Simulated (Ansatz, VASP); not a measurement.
# One calculation of Cs2RhC, two programs

Contents of INCAR:

```
SYSTEM = Cs2RhC
ALGO = Normal
EDIFF = 1E-6
EDIFFG = -0.04
ENCUT = 600
GGA = PE
IBRION = 2
ISIF = 3
ISMEAR = 0
LASPH = .True.
LCHARG = .False.
LREAL = .False.
LWAVE = .False.
NELM = 100
NSW = 90
PREC = Accurate
SIGMA = 0.1
```

KPOINTS

```
k-points
0
Gamma
  6 6 4
  0 0 0
```

Contents of POSCAR:

```
Cs2RhC
1.0
    4.7622561600      0.0000000000      0.0000000000
   -2.3811280800      4.1242348100      0.0000000000
    0.0000000000      0.0000000000      4.0101970400
Cs Rh C
2 1 1
Direct
    0.3333333300      0.6666666700      0.0000000000
    0.6666666700      0.3333333300      0.0000000000
    0.0000000000      0.0000000000      0.5000000000
    0.0000000000      0.0000000000      0.0000000000
```

Input for Ansatz:

```yaml
crystal:
  lattice:
    - [4.76225616, 0.0, 0.0]
    - [-2.38112808, 4.12423481, 0.0]
    - [0.0, 0.0, 4.01019704]
  atoms:
    - { symbol: Cs, position: [0.33333333, 0.66666667, 0.0] }
    - { symbol: Cs, position: [0.66666667, 0.33333333, 0.0] }
    - { symbol: Rh, position: [0.0, 0.0, 0.5] }
    - { symbol: C, position: [0.0, 0.0, 0.0] }
basis:
  ecutwfc: 420
kpoints:
  mp_grid: { grid: [6, 6, 4] }
hamiltonian:
  xc: pbe
scf:
  occupations: { method: gaussian, width: 0.1 }
  lower_state_search: "off"
output:
  forces: true
  stress: true
  eigenvalues: true
relax:
  adjacent_minimum: "off"
  f_tol: 0.04
  max_steps: 70
  cell: { stress_tol: 0.4 }
```

Alike in both runs: task relaxation of cell and atoms; functional PBE; k mesh 6 × 6 × 4; occupations gaussian, width 0.1 eV; no spin polarisation.

```csv
,VASP,Ansatz
version,VASP 6.6.1,Ansatz 0.2.0
potentials or method,"VASP PAW PBE potentials, release 64 (Cs_sv, Rh_pv, C), cutoff 600 eV","scalar-relativistic, plane waves, PAW"
valence electrons in the cell,37,39
```

Ansatz gave:

| Item | Value |
| --- | --- |
| gap on the k mesh at the Fermi level, each at its own relaxed structure (eV) | none |
| relaxed volume (Å³/atom) | 30.68 |
| relaxed cell length with the largest relative difference (Å) | 6.063 |

Task: What did VASP give for the same quantities?

Result: gap on the k mesh at the Fermi level, each at its own relaxed structure (eV): none; relaxed volume (Å³/atom): 30.82; relaxed cell length with the largest relative difference (Å): 6.078.

A gap of «none» marks a metal or a gap that the smearing closes. VASP's potentials hold 37 valence electrons a cell and Ansatz's 39, so a difference there can come from the potentials and not from the codes.

The k mesh is coarse, so the values compare programs but aren't converged. Neither program's run includes spin-orbit coupling. Noted on VASP's run: the volume moved by over 15 % at a fixed basis, so the end points are rough.
